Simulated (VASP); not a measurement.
# AlRu (P4mm) in VASP: notebook

The runs below take AlRu through single point, with PBE.

All numbers are computed with VASP 6.6.1; they aren't measurements. Logs are shortened: lines on timing, memory, paths and dates and some standing lists are left out, and cuts for length are marked.

### 1 The cell of the first run

Symmetry: P4mm, No. 99, tetragonal system. Conventional cell: a = 3.004 Å, b = 3.004 Å, c = 3.004 Å, α = 90.00°, β = 90.00°, γ = 90.00°. Al (site symmetry 4mm) has 8 Ru at 2.55 to 2.66 Å and 6 Al at 3.00 Å within 3.4 Å. Ru (site symmetry 4mm) has 8 Al at 2.55 to 2.66 Å and 6 Ru at 3.00 Å within 3.4 Å.

### 2 Single point, PBE (all Ru atoms moved -0.100 Å, as atom 2 along Cartesian [0 0 1])

Contents of INCAR:

```
SYSTEM = AlRu
PREC = Accurate
ENCUT = 520
EDIFF = 1E-6
ISMEAR = 0
SIGMA = 0.15
LREAL = .False.
LASPH = .True.
NELM = 100
ALGO = Fast
ISIF = 2
LWAVE = .False.
LCHARG = .True.
GGA = PE
LELF = .True.
LVHAR = .True.
NBANDS = 16
```

Contents of KPOINTS:

```
Automatic mesh
0
Gamma
  20 20 20
  0 0 0
```

Contents of POSCAR:

```
AlRu
1.0
    3.0040847246      0.0000000000      0.0000000000
    0.0000000000      3.0040847246      0.0000000000
    0.0000000000      0.0000000000      3.0040847246
Al Ru
1 1
Direct
    0.0000000000      0.0000000000      0.0000000000
    0.5000000000      0.5000000000      0.4667119908
```

Potentials or basis: VASP PAW PBE potentials, release 64 (Al, Ru_pv).

Run with:

```
$ cat potpaw_PBE.64/Al/POTCAR potpaw_PBE.64/Ru_pv/POTCAR > POTCAR
$ mpirun -np 1 vasp_std > vasp.out
```

OUTCAR:

```text
SYSTEM = AlRu
   PREC = Accurate
   ENCUT = 520
   EDIFF = 1E-6
   ISMEAR = 0
   LREAL = .False.
   LASPH = .True.
   NELM = 100
   ISIF = 2
   GGA = PE

 ion  position               nearest neighbor table
   1  0.000  0.000  0.000-   2 2.55   2 2.55   2 2.55   2 2.55   2 2.66   2 2.66   2 2.66   2 2.66

   2  0.500  0.500  0.467-   1 2.55   1 2.55   1 2.55   1 2.55   1 2.66   1 2.66   1 2.66   1 2.66

  LATTYP: Found a simple cubic cell.
 ALAT       =     3.0040847246

  Lattice vectors:

 A1 = (   3.0040847246,   0.0000000000,   0.0000000000)
 A2 = (   0.0000000000,   3.0040847246,   0.0000000000)
 A3 = (   0.0000000000,   0.0000000000,   3.0040847246)

Analysis of symmetry for initial positions (statically):
=====================================================================
 Subroutine PRICEL returns:
 Original cell was already a primitive cell.

 Routine SETGRP: Setting up the symmetry group for a
 simple cubic supercell.

 Subroutine GETGRP returns: Found  8 space group operations
 (whereof  8 operations were pure point group operations)
 out of a pool of 48 trial point group operations.

The static configuration has the point symmetry C_4v.

Analysis of symmetry for dynamics (positions and initial velocities):
=====================================================================
 Subroutine PRICEL returns:
 Original cell was already a primitive cell.

 Routine SETGRP: Setting up the symmetry group for a
 simple cubic supercell.

 Subroutine GETGRP returns: Found  8 space group operations
 (whereof  8 operations were pure point group operations)
 out of a pool of 48 trial point group operations.

The dynamic configuration has the point symmetry C_4v.

 Subroutine INISYM returns: Found  8 space group operations
 (whereof  8 operations are pure point group operations),
 and found     1 'primitive' translations

----------------------------------------------------------------------------------------

                                     Primitive cell

  volume of cell :      27.1104

  direct lattice vectors                    reciprocal lattice vectors
     3.004084725  0.000000000  0.000000000     0.332880092  0.000000000  0.000000000
     0.000000000  3.004084725  0.000000000     0.000000000  0.332880092  0.000000000
     0.000000000  0.000000000  3.004084725     0.000000000  0.000000000  0.332880092

  length of vectors
     3.004084725  3.004084725  3.004084725     0.332880092  0.332880092  0.332880092

  position of ions in fractional coordinates (direct lattice)
     0.000000000  0.000000000  0.000000000
     0.500000000  0.500000000  0.466711991

  ion indices of the primitive-cell ions
   primitive index   ion index
                 1           1
                 2           2

----------------------------------------------------------------------------------------

 KPOINTS: Automatic mesh

Automatic generation of k-mesh.
 Grid dimensions read from file:
 generate k-points for:   20   20   20

 Generating k-lattice:

  Cartesian coordinates                     Fractional coordinates (reciprocal lattice)
     0.016644005  0.000000000  0.000000000     0.050000000  0.000000000  0.000000000
     0.000000000  0.016644005  0.000000000     0.000000000  0.050000000  0.000000000
     0.000000000  0.000000000  0.016644005     0.000000000  0.000000000  0.050000000

  Length of vectors
     0.016644005  0.016644005  0.016644005

  Shift w.r.t. Gamma in fractional coordinates (k-lattice)
     0.000000000  0.000000000  0.000000000

 Subroutine IBZKPT returns following result:
 ===========================================

 Found    726 irreducible k-points:

 Following reciprocal coordinates:
            Coordinates               Weight
  0.000000  0.000000  0.000000      1.000000
  0.050000  0.000000  0.000000      4.000000
  0.000000  0.000000  0.050000      2.000000
  0.100000  0.000000  0.000000      4.000000
  0.000000  0.000000  0.100000      2.000000
  0.150000  0.000000  0.000000      4.000000
[... 16 lines left out ...]
  0.000000  0.050000  0.050000      8.000000
  0.100000  0.050000  0.000000      8.000000
 [... further k-points ...]
   k-points           NKPTS =    726   k-points in BZ     NKDIM =    726   number of bands    NBANDS=     16
   number of dos      NEDOS =    301   number of ions     NIONS =      2
   total plane-waves  NPLWV =  13824
   dimension x,y,z NGX =    24 NGY =   24 NGZ =   24
   dimension x,y,z NGXF=    48 NGYF=   48 NGZF=   48
   ions per type =               1   1
   NGX,Y,Z   is equivalent  to a cutoff of  13.28, 13.28, 13.28 a.u.
   NGXF,Y,Z  is equivalent  to a cutoff of  26.56, 26.56, 26.56 a.u.
 SYSTEM =  AlRu
   PREC   = accura    normal or accurate (medium, high low for compatibility)
   ISTART =      0    job   : 0-new  1-cont  2-samecut
   ICHARG =      2    charge: 1-file 2-atom 10-const
   ISPIN  =      1    spin polarized calculation?
   LNONCOLLINEAR =      F non collinear calculations
   LSORBIT =      F    spin-orbit coupling
   LASPH  =      T    aspherical Exc in radial PAW
   ENCUT  =  520.0 eV  38.22 Ry    6.18 a.u.   5.59  5.59  5.59*2*pi/ulx,y,z
   NELM   =    100;   NELMIN=  2; NELMDL= -5     # of ELM steps
   EDIFF  = 0.1E-05   stopping-criterion for ELM
   LREAL  =      F    real-space projection
   EDIFFG = 0.1E-04   stopping-criterion for IOM
   NSW    =      0    number of steps for IOM
   IBRION =     -1    ionic relax: 0-MD 1-quasi-New 2-CG
   NFREE  =      0    steps in history (QN), initial steepest desc. (CG)
   ISIF   =      2    stress and relaxation
   ISYM   =      2    0-nonsym 1-usesym 2-fastsym
   POTIM  = 0.5000    time-step for ionic-motion
   TEBEG  =    0.0;   TEEND  =   0.0 temperature during run
   PSTRESS=    0.0 pullay stress
   NELECT =      17.0000    total number of electrons
   NUPDOWN=      -1.0000    fix difference up-down
   EMIN   =  10.00;   EMAX   =-10.00  energy-range for DOS
   EFERMI =   0.00;   METHOD = LEGACY
   ISMEAR =     0;   SIGMA  =   0.15  broadening in eV -4-tet -1-fermi 0-gaus
   EFERMI_NEDOS =   21; number of points for ismear=-14 and -15
   IALGO  =     68    algorithm
   IMIX   =      4    mixing-type and parameters
     AMIX     =   0.40;   BMIX     =  1.00
     AMIX_MAG =   1.60;   BMIX_MAG =  1.00
  volume/ion in A,a.u.               =      13.56        91.48
  Fermi-wavevector in a.u.,A,eV,Ry     =   1.401239  2.647958 26.714651  1.963471
  Thomas-Fermi vector in A             =   2.524120
   LORBIT       =      0    0 simple, 1 ext, 2 COOP (PROOUT), +10 PAW based schemes
   GGA     = PE    functional components
   LHFCALC =     F    Hartree Fock is set to
   AEXX    =    0.0000 exact exchange contribution
   IVDW    =     0    specifies the selected vdW correction
   LEPSILON=     F    determine dielectric tensor
   LRPA    =     F    only Hartree local field effects (RPA)
 non-spin polarized calculation
 RMM-DIIS sequential band-by-band and
 Gauss-broadening in eV      SIGMA  =   0.15
  energy-cutoff  :      520.00
  volume of cell :       27.11
 maximum number of plane-waves:       743
 NGX is ok and might be reduce to    24
   NGX = 11   NGY = 11   NGZ = 11

 number of electron      17.0000000 magnetization

 Free energy of the ion-electron system (eV)
  ---------------------------------------------------
  ext. energy  EPLUGINS =         0.00000000
  ---------------------------------------------------
  free energy    TOTEN  =       -14.23014933 eV

  energy without entropy =      -14.21096735  energy(sigma->0) =      -14.22055834

 E-fermi :  10.5301     XC(G=0): -12.4995

 val. band max:       10.5287547270   @ k =   0.4000   0.3500   0.3500
 cond. band min:      10.5306481138   @ k =   0.2000   0.2000   0.5000
 fundamental gap:      0.0018933868
 Fermi energy:        10.5300594989

 k-point     1 :       0.0000    0.0000    0.0000
  band No.  band energies     occupation
      1     -31.2262      2.00000
      2     -31.2262      2.00000
      3     -31.2247      2.00000
      4       0.9428      2.00000
      5       7.0274      2.00000
      6       7.0347      2.00000
[... 8 lines left out ...]
     15      22.6680      0.00000
     16      25.3428      0.00000

 k-point     2 :       0.0500    0.0000    0.0000
  band No.  band energies     occupation
      1     -31.2312      2.00000
      2     -31.2258      2.00000
      3     -31.2243      2.00000
      4       0.9905      2.00000
      5       7.0442      2.00000
      6       7.0515      2.00000
[... 8 lines left out ...]
     15      22.6682      0.00000
     16      25.4932      0.00000

 k-point     3 :       0.0000    0.0000    0.0500
  band No.  band energies     occupation
      1     -31.2297      2.00000
      2     -31.2258      2.00000
      3     -31.2258      2.00000
      4       0.9903      2.00000
      5       7.0440      2.00000
      6       7.0514      2.00000
[... 8 lines left out ...]
     15      22.6682      0.00000
     16      25.4891      0.00000

 k-point     4 :       0.1000    0.0000    0.0000
  band No.  band energies     occupation
      1     -31.2455      2.00000
      2     -31.2246      2.00000
      3     -31.2231      2.00000
      4       1.1325      2.00000
      5       7.0890      2.00000
      6       7.0998      2.00000
[... 8 lines left out ...]
     15      22.6687      0.00000
     16      25.9630      0.00000
[... 324 lines left out ...]
 k-point    22 :       0.0500    0.0500    0.0000
  band No.  band energies     occupation
      1     -31.2310      2.00000
      2     -31.2305      2.00000
      3     -31.2239      2.00000
      4       1.0380      2.00000
      5       7.0618      2.00000
      6       7.0679      2.00000
[... 8 lines left out ...]
     15      22.6682      0.00000
     16      25.6363      0.00000

 k-point    23 :       0.0000    0.0500    0.0500
  band No.  band energies     occupation
      1     -31.2308      2.00000
      2     -31.2292      2.00000
      3     -31.2254      2.00000
      4       1.0379      2.00000
      5       7.0607      2.00000
      6       7.0688      2.00000
[... 8 lines left out ...]
     15      22.6682      0.00000
     16      25.6324      0.00000

 k-point    24 :       0.1000    0.0500    0.0000
  band No.  band energies     occupation
      1     -31.2451      2.00000
      2     -31.2295      2.00000
      3     -31.2227      2.00000
      4       1.1795      2.00000
      5       7.1087      2.00000
      6       7.1154      2.00000
[... 8 lines left out ...]
     15      22.6687      0.00000
     16      26.0829      0.00000

 [... further k-points ...]
[... 5 lines left out ...]
  --------------------------------------------------------------------------------------
  -------------------------------------------------------------------------------------
  Total        0.1543727      0.1543727      0.0268149      0.0000000      0.0000000      0.0000000
  in kB        9.1231457      9.1231457      1.5847097      0.0000000      0.0000000      0.0000000
  external PRESSURE =       6.6103337 kB  Pullay stress =       0.0000000 kB

 VOLUME and BASIS-vectors are now :
 -----------------------------------------------------------------------------
  energy-cutoff  :      520.00
  volume of cell :       27.11
      direct lattice vectors                 reciprocal lattice vectors
     3.004084725  0.000000000  0.000000000     0.332880092  0.000000000  0.000000000
     0.000000000  3.004084725  0.000000000     0.000000000  0.332880092  0.000000000
     0.000000000  0.000000000  3.004084725     0.000000000  0.000000000  0.332880092

 POSITION                                       TOTAL-FORCE (eV/Angst)
 -----------------------------------------------------------------------------------
      0.00000      0.00000      0.00000         0.000000      0.000000     -0.744512
      1.50204      1.50204      1.40204        -0.000000     -0.000000      0.744512
 -----------------------------------------------------------------------------------
    total drift:                                0.000000     -0.000000     -0.000527

  FREE ENERGIE OF THE ION-ELECTRON SYSTEM (eV)
  ---------------------------------------------------
  free  energy   TOTEN  =       -14.2301493338 eV

  energy  without entropy=      -14.2109673534  energy(sigma->0) =      -14.22055834
```

Run time: 68 s. Hardware: 1 thread of Intel Xeon 6975P-C (Granite Rapids), shared host; peak memory 0.39 GiB.

Results:

| Property | Result |
| --- | --- |
| Free energy | -14.2301 eV |
| Pressure | 0.7 GPa |
| Largest force | 0.745 eV/Å |
| Band gap on the k mesh | zero (an odd number of electrons rules out a gap without spin polarisation) |

Forces in eV/Å, atoms in the order of the input:
```
Al   0.000  0.000 -0.745
Ru   0.000  0.000  0.745
```

Levels at points of the mesh, in eV from the Fermi level:
```
           k point  band 6  band 7  band 8  band 9  band 10  band 11  band 12  band 13
(0.00, 0.00, 0.00)   -3.50    0.17    0.18    0.18     6.04     6.04     6.05    10.92
(0.50, 0.00, 0.00)   -2.71   -1.59   -1.56    0.42     2.25     7.46    11.00    11.03
(0.00, 0.00, 0.50)   -2.72   -1.57   -1.57    0.41     2.26     7.50    10.95    10.95
(0.50, 0.50, 0.00)   -1.46   -1.46   -1.01   -1.01     1.51     5.23     6.07    10.61
(0.00, 0.50, 0.50)   -1.35   -1.31   -1.16   -1.14     1.51     5.25     6.10    10.53
(0.50, 0.50, 0.50)   -4.55    1.60    1.60    2.49     4.10     4.10     4.14     8.44
```

Caveat: the cell differs from its parent crystal (all Ru atoms moved -0.100 Å, as atom 2 along Cartesian [0 0 1]).

### 3 Single point, PBE (all Ru atoms moved +0.075 Å, as atom 2 along Cartesian [0 0 1])

Contents of INCAR:

```
PREC     = Accurate       # precision mode
ENCUT    = 520            # plane-wave cutoff, eV
EDIFF    = 1E-6           # SCF threshold, eV
ISMEAR   = 0              # smearing method
SIGMA    = 0.15           # smearing width, eV
LREAL    = False          # projectors in reciprocal space
LASPH    = True           # aspherical terms in the spheres
NELM     = 100            # most SCF steps
ALGO     = Fast           # electronic algorithm
ISIF     = 2              # what is computed and relaxed
LWAVE    = False          # write WAVECAR
LCHARG   = True           # write CHGCAR
GGA      = PE             # functional
LELF     = True           # ELF
LVHAR    = True         
NBANDS   = 16             # bands
```

Contents of KPOINTS:

```
Automatic mesh
0
Gamma
  20 20 20
```

POSCAR: that of step 2 with these lines changed.

```diff
@@ -9,2 +9,2 @@
     0.0000000000      0.0000000000      0.0000000000
-    0.5000000000      0.5000000000      0.4667119908
+    0.5000000000      0.5000000000      0.5249660069
```

Potentials or basis: VASP PAW PBE potentials, release 64 (Al, Ru_pv).

Run with:

```
$ cat potpaw_PBE.64/Al/POTCAR potpaw_PBE.64/Ru_pv/POTCAR > POTCAR
$ mpirun -np 1 vasp_std > vasp.out
```

It took 72 s on 1 thread of Intel Xeon 6975P-C (Granite Rapids), shared host; peak memory 0.39 GiB.

It converged, with:

```yaml
Free_energy: -14.2464 eV
Pressure: 0.3 GPa
Largest_force: 0.559 eV/Å
Band_gap_on_the_k_mesh: zero (an odd number of electrons rules out a gap without spin polarisation)
```

Forces on the atoms (eV/Å):
```
Al   0.000  0.000  0.559
Ru   0.000  0.000 -0.559
```

Stress tensor (GPa, compression positive):
```
0.48 0.00 0.00
0.00 0.48 0.00
0.00 0.00 0.06
```

Levels at points of the mesh, in eV from the Fermi level:
| k point | band 6 | band 7 | band 8 | band 9 | band 10 | band 11 | band 12 | band 13 |
| --- | --- | --- | --- | --- | --- | --- | --- | --- |
| (0.00, 0.00, 0.00) | -3.49 | 0.17 | 0.18 | 0.18 | 6.03 | 6.03 | 6.04 | 10.92 |
| (0.50, 0.00, 0.00) | -2.71 | -1.58 | -1.57 | 0.42 | 2.25 | 7.46 | 10.99 | 11.01 |
| (0.00, 0.00, 0.50) | -2.72 | -1.57 | -1.57 | 0.42 | 2.26 | 7.48 | 10.96 | 10.96 |
| (0.50, 0.50, 0.00) | -1.42 | -1.42 | -1.06 | -1.06 | 1.51 | 5.23 | 6.09 | 10.56 |
| (0.00, 0.50, 0.50) | -1.35 | -1.33 | -1.15 | -1.14 | 1.51 | 5.24 | 6.10 | 10.52 |
| (0.50, 0.50, 0.50) | -4.55 | 1.60 | 1.60 | 2.50 | 4.11 | 4.11 | 4.13 | 8.43 |

Caveat: the cell differs from its parent crystal (all Ru atoms moved +0.075 Å, as atom 2 along Cartesian [0 0 1]).

### 4 Single point, PBE (all Ru atoms moved -0.050 Å, as atom 2 along Cartesian [0 0 1])

Contents of INCAR:

```
SYSTEM = AlRu
  ALGO = Fast
  EDIFF = 1E-6
  ENCUT = 520
  GGA = PE
  ISIF = 2
  ISMEAR = 0
  LASPH = .True.
  LCHARG = .False.
  LREAL = .False.
  LWAVE = .False.
  NBANDS = 16
  NELM = 80
  PREC = Accurate
  SIGMA = 0.15
```

Contents of KPOINTS:

```
k-points
0
Gamma
  20 20 20
  0 0 0
```

POSCAR: that of step 3 with these lines changed.

```diff
@@ -9,2 +9,2 @@
     0.0000000000      0.0000000000      0.0000000000
-    0.5000000000      0.5000000000      0.5249660069
+    0.5000000000      0.5000000000      0.4833559954
```

Run with:

```
$ cat potpaw_PBE.64/Al/POTCAR potpaw_PBE.64/Ru_pv/POTCAR > POTCAR
$ mpirun -np 1 vasp_std > vasp.out
```

Run time: 76 s. Hardware: 1 thread of Intel Xeon 6975P-C (Granite Rapids), shared host; peak memory 0.39 GiB.

The run converged. Its results:

| Quantity | Value |
| --- | --- |
| Free energy | -14.2581 eV |
| Pressure | 0.1 GPa |
| Largest force | 0.373 eV/Å |
| Band gap on the k mesh | zero (an odd number of electrons rules out a gap without spin polarisation) |

Forces on the atoms (eV/Å):
```
Al   0.000  0.000 -0.373
Ru   0.000  0.000  0.373
```

Stress tensor (GPa, compression positive):
```
 0.18  0.00  0.00
 0.00  0.18  0.00
 0.00  0.00 -0.01
```

Levels at points of the mesh, in eV from the Fermi level:
| k point | band 6 | band 7 | band 8 | band 9 | band 10 | band 11 | band 12 | band 13 |
| --- | --- | --- | --- | --- | --- | --- | --- | --- |
| (0.00, 0.00, 0.00) | -3.49 | 0.17 | 0.18 | 0.18 | 6.03 | 6.03 | 6.03 | 10.91 |
| (0.50, 0.00, 0.00) | -2.71 | -1.58 | -1.57 | 0.42 | 2.25 | 7.46 | 10.98 | 10.99 |
| (0.00, 0.00, 0.50) | -2.71 | -1.57 | -1.57 | 0.42 | 2.25 | 7.47 | 10.97 | 10.97 |
| (0.50, 0.50, 0.00) | -1.39 | -1.39 | -1.10 | -1.10 | 1.51 | 5.23 | 6.10 | 10.53 |
| (0.00, 0.50, 0.50) | -1.35 | -1.34 | -1.14 | -1.14 | 1.51 | 5.24 | 6.11 | 10.51 |
| (0.50, 0.50, 0.50) | -4.56 | 1.60 | 1.60 | 2.50 | 4.11 | 4.11 | 4.12 | 8.43 |

Caveat: the cell differs from its parent crystal (all Ru atoms moved -0.050 Å, as atom 2 along Cartesian [0 0 1]).

### 5 The runs side by side

| cell | gap on the mesh (eV) | pressure (GPa) | largest force (eV/Å) |
| --- | --- | --- | --- |
| as given, atomic positions A | none | 0.7 | 0.74 |
| as given, atomic positions B | none | 0.3 | 0.56 |
| as given, atomic positions C | none | 0.1 | 0.37 |

Alike in all rows: task single point; level PBE; potentials or basis VASP PAW PBE potentials, release 64 (Al, Ru_pv); no spin polarisation; k mesh 20 × 20 × 20; cutoff (eV) 520; smearing gaussian 0.15 eV.

Absolute energies hang on the potentials; compare differences alone.
